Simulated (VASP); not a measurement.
Set up this calculation in VASP 6.6.1, as the native input.

```yaml
Task: single point
Functional: PBEsol
Potentials_or_basis: VASP PAW PBE potentials, release 64 (Ge_d, Ni, F, O)
Cutoff: 600 eV
k_mesh: 4 × 4 × 4
Occupations: fermi-dirac, width 0.1 eV
Spin: collinear spin, ferromagnetic start
Starting_moments: "[0.0, 0.0, 2.0, 2.0, 0.0, 0.0, 0.0, 0.0, 0.0, 0.0, 0.0, 0.0] μB"
Dipole_correction: no
Further_INCAR_settings: ALGO = Normal; EDIFF = 1e-06; NBANDS = 66; ISYM = 0
```

The structure of NiGeO2F2 lies in POSCAR:

```
NiGeO2F2
1.0
    0.0000000000      4.7403753100      0.0000000000
    5.6921288800     -2.3701876600      0.0000000000
    1.2623512700      0.0000000000     -5.1020888500
Ge Ni F O
2 2 4 4
Direct
    0.1849700000      0.0000000000      0.7500000000
    0.8150300000      0.0000000000      0.2500000000
    0.5000000000      0.5000000000      0.0000000000
    0.0000000000      0.5000000000      0.5000000000
    0.7438000000      0.3928000000      0.8171000000
    0.3510000000      0.6072000000      0.6829000000
    0.2562000000      0.6072000000      0.1829000000
    0.6490000000      0.3928000000      0.3171000000
    0.1858000000      0.1958000000      0.0325000000
    0.9900000000      0.8042000000      0.4675000000
    0.8142000000      0.8042000000      0.9675000000
    0.0100000000      0.1958000000      0.5325000000
```

The input as run:

INCAR

```
SYSTEM = NiGeO2F2
PREC = Accurate ; ENCUT = 600
EDIFF = 1E-6 ; ISMEAR = -1
SIGMA = 0.1 ; LREAL = .False.
LASPH = .True. ; NELM = 200
ALGO = Normal ; ISIF = 2
LWAVE = .False. ; LCHARG = .False.
ISPIN = 2 ; MAGMOM = 0 0 2 2 0 0 0 0 0 0 0 0
LORBIT = 11 ; LMAXMIX = 4
GGA = PS ; NBANDS = 66
ISYM = 0 ; GGA_COMPAT = .False.
KPAR = 4
```

KPOINTS

```
Automatic mesh
0
Gamma
  4 4 4
  0 0 0
```

Potentials or basis: VASP PAW PBE potentials, release 64 (Ge_d, Ni, F, O).

Command:

```sh
$ cat potpaw_PBE.64/Ge_d/POTCAR potpaw_PBE.64/Ni/POTCAR potpaw_PBE.64/F/POTCAR potpaw_PBE.64/O/POTCAR > POTCAR
$ mpirun -np 4 vasp_std > vasp.out
```

It gave:

```yaml
Pressure: -4.7 GPa
Largest_force: 2.433 eV/Å
Net_moment: 1.57 μB per cell
Site_moments: Ge -0.02; Ni +0.69; F +0.06; O -0.01 μB
Valence_electrons_inside_the_program's_atomic_spheres: Ge 12.15; Ni 9.22; F 6.05; O 4.95
```

Caveat: the k points lie up to 0.36 Å⁻¹ apart; the PAW data sets were made with another functional, which shifts forces and pressure a little.

Run time: 4.3 min on 4 MPI ranks on AMD EPYC 7R13 Processor (Zen 3), on a shared host, peak memory 0.7 GiB a rank.
